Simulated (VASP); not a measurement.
Runs of VASP 6.6.1 on AlNi3. The structure is that of space group Pm-3m (No. 221), or close to it. The cells are those of the table. 

```tsv
cell	k mesh	gap on the mesh (eV)	pressure (GPa)	moment (μB)
a = 3.418 Å, 4 atoms	12 × 12 × 12	none	30.6	0.00
a = 3.494 Å, 4 atoms	12 × 12 × 12	none	(a)	0.68
a = 3.456 Å, 4 atoms	12 × 12 × 12	none	21.1	0.65
a = 3.460, b = 3.593, c = 3.593 Å, 4 atoms	14 × 14 × 14	none	(b)	0.68
```

Alike in all rows: task single point; level PBE; potentials or basis VASP PAW PBE potentials, release 64 (Al, Ni); spin collinear, ferromagnetic start; cutoff (eV) 520; smearing gaussian 0.1 eV.

Estimate the missing entries.

(a) 12.9; (b) 2.9.

Caveats: the cell stands under pressure (at least some runs).

A gap of «none» marks levels without a gap at the run's occupations.
